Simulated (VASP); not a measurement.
# TaN: single point with PBEsol

Crystal: TaN.

```
CELL_PARAMETERS angstrom
2.98233 0.00000 0.00000
-1.49117 2.58278 0.00000
0.00000 0.00000 2.86990
ATOMIC_POSITIONS crystal
Ta 0.33333 0.66667 0.50000
N 0.00000 0.00000 0.00000
```

This cell differs from its parent crystal: volume 11.053 Å^3 an atom, c/a of the conventional cell 0.9623.

* Program: VASP 6.6.1
* Task: single point
* Functional: PBEsol
* Potentials or basis: VASP PAW PBE potentials, release 64 (Ta_pv, N)
* Cutoff: 520 eV
* k mesh: 21 × 21 × 18
* Occupations: gaussian, width 0.15 eV
* Spin: no spin polarisation
* Dipole correction: no
* Further INCAR settings: ALGO = Normal; EDIFF = 1e-06; NBANDS = 15

```
Pressure               : -11.8 GPa
Band gap on the k mesh : zero (band 8 reaches 8.09 eV, above the bottom of band 9 at 7.76 eV)
```

Stress tensor (GPa, compression positive):
```
-15.46   0.00   0.00
  0.00 -15.46   0.00
  0.00   0.00  -4.60
```

Levels at points of the mesh, in eV from the Fermi level:
```csv
k point,band 5,band 6,band 7,band 8,band 9,band 10,band 11,band 12
"(0.00, 0.00, 0.00)",-4.59,-4.59,-4.05,-2.74,1.89,3.60,3.60,3.89
"(0.00, 0.00, 0.50)",-9.20,-3.80,-3.80,-0.06,-0.06,2.65,3.11,3.11
```

Wall time 87 s on 1 thread of Intel(R) Xeon(R) 6975P-C (Granite Rapids), on a shared host, peak memory 0.27 GiB.

Caveat: the PAW data sets were made with another functional, which shifts forces and pressure a little; spin-orbit coupling is left out, which moves the levels of the heavy elements.
